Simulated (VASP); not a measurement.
A run of VASP 6.6.1:

The input INCAR:

```
SYSTEM = Rh
ALGO = Fast
EDIFF = 1E-6
ENCUT = 520
GGA = PE
ISIF = 2
ISMEAR = 0
LASPH = .True.
LCHARG = .False.
LREAL = .False.
LWAVE = .False.
NBANDS = 14
NELM = 60
PREC = Accurate
SIGMA = 0.15
```

Contents of KPOINTS:

```
k-points
0
Gamma
  22 22 22
  0 0 0
```

File POSCAR:

```
Rh
1.0
    0.0000000000      2.0236769288      2.0236769288
    2.0236769288      0.0000000000      2.0236769288
    2.0236769288      2.0236769288      0.0000000000
Rh
1
Direct
    0.0000000000      0.0000000000      0.0000000000
```

Potentials or basis: VASP PAW PBE potentials, release 64 (Rh_pv).

Launch:

```bash
$ cat potpaw_PBE.64/Rh_pv/POTCAR > POTCAR
$ mpirun -np 1 vasp_std > vasp.out
```

Hardware: 1 thread of AMD EPYC 9R45 96-Core Processor (Zen 5) (shared host).

**Question.** Estimate the wall time of this run.

**Answer.** It took 37 s on 1 thread of AMD EPYC 9R45 96-Core Processor (Zen 5) (shared host), peak memory 0.16 GiB. Counts: scf iterations 12, k points 328.
